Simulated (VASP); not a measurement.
Input of a VASP 6.6.1 run:

Contents of INCAR:

```
SYSTEM = SrO
ALGO     = Normal         ! electronic algorithm
EDIFF    = 1E-7           ! SCF threshold, eV
ENCUT    = 520            ! plane-wave cutoff, eV
GGA      = RP             ! functional
ISIF     = 2              ! what is computed and relaxed
ISMEAR   = -4             ! smearing method
LASPH    = .TRUE.         ! aspherical terms in the spheres
LCHARG   = .FALSE.        ! write CHGCAR
LREAL    = .FALSE.        ! projectors in reciprocal space
LWAVE    = .FALSE.        ! write WAVECAR
NBANDS   = 15             ! bands
NELM     = 60             ! most SCF steps
PREC     = Accurate       ! precision mode
SIGMA    = 0.1            ! smearing width, eV
```

Contents of KPOINTS:

```
k-points
0
G
  8 8 8
  0 0 0
```

File POSCAR:

```
SrO
1.0
    0.0000000000      2.5698000000      2.5698000000
    2.5698000000      0.0000000000      2.5698000000
    2.5698000000      2.5698000000      0.0000000000
Sr O
1 1
Direct
    0.0000000000      0.0000000000      0.0000000000
    0.5000000000      0.5000000000      0.5000000000
```

Potentials or basis: VASP PAW PBE potentials, release 64 (Sr_sv, O).

Launch:

```sh
$ cat potpaw_PBE.64/Sr_sv/POTCAR potpaw_PBE.64/O/POTCAR > POTCAR
$ mpirun -np 1 vasp_std > vasp.out
```

Q: Predict the band gap on the k mesh.

A: 3.38 eV, indirect (least direct gap 3.47 eV).

Q: Estimate the pressure.

A: 6.6 GPa.

Caveat: the PAW data sets were made with another functional, which shifts forces and pressure a little. RPBE gaps usually lie below the measured ones, often by a third to a half.
